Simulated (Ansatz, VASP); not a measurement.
**One calculation of Zr, two programs**

The input INCAR:

```
SYSTEM = Zr
  PREC = Accurate
  ENCUT = 520
  EDIFF = 1E-7
  ISMEAR = -1
  SIGMA = 0.1
  LREAL = .False.
  LASPH = .True.
  NELM = 80
  ALGO = Normal
  ISIF = 2
  LWAVE = .False.
  LCHARG = .False.
  GGA = RE
  NBANDS = 25
```

Contents of KPOINTS:

```
regular mesh
0
Gamma
  8 8 11
  0 0 0
```

File POSCAR:

```
Zr
1.0
    5.2725211403      0.0000000000      0.0000000000
   -2.6362605702      4.5661372495      0.0000000000
    0.0000000000      0.0000000000      3.2832504447
Zr
3
Direct
    1.0000000000      0.0000000000      1.0000000000
    0.3333333333      0.6666666667      0.5000000000
    0.6666666667      0.3333333333      0.5000000000
```

Input for Ansatz:

```yaml
crystal:
  lattice:
    - [5.2725211403, 0.0, 0.0]
    - [-2.6362605702, 4.5661372495, 0.0]
    - [0.0, 0.0, 3.2832504447]
  atoms:
    - { symbol: Zr, position: [1.0, 0.0, 1.0] }
    - { symbol: Zr, position: [0.3333333333, 0.6666666667, 0.5] }
    - { symbol: Zr, position: [0.6666666667, 0.3333333333, 0.5] }
hamiltonian:
  xc: revpbe
  pseudopotentials:
    kind: paw
    azcp:
      Zr: "pseudopotentials/Zr.paw.azcp"
basis:
  ecutwfc: 420
  fft_grid_basis: typed
kpoints:
  mp_grid: { grid: [8, 8, 11], shift: [0, 0, 0] }
magnetization:
  spin_polarized: false
scf:
  occupations: { method: fermi_dirac, width: 0.1 }
  lower_state_search: "off"
output:
  stress: true
```

Alike in both runs: task single point; functional revPBE; k mesh 8 × 8 × 11; occupations fermi-dirac, width 0.1 eV; no spin polarisation.

```csv
,VASP,Ansatz
version,VASP 6.6.1,Ansatz 0.2.0
potentials or method,"VASP PAW PBE potentials, release 64 (Zr_sv), cutoff 520 eV","plane waves (420 eV) with PAW, scalar-relativistic"
valence electrons in the cell,36,36
```

```csv
,VASP,Ansatz,Ansatz less VASP
pressure (GPa),-8.5,-8.5,0.00
"traceless stress, the component that is largest in VASP (GPa)",-0.13,-0.13,+0.004
```

VASP's potentials were made for PBE, not for revPBE. The functional is the same, so the differences come from potentials, cutoffs and numerics.
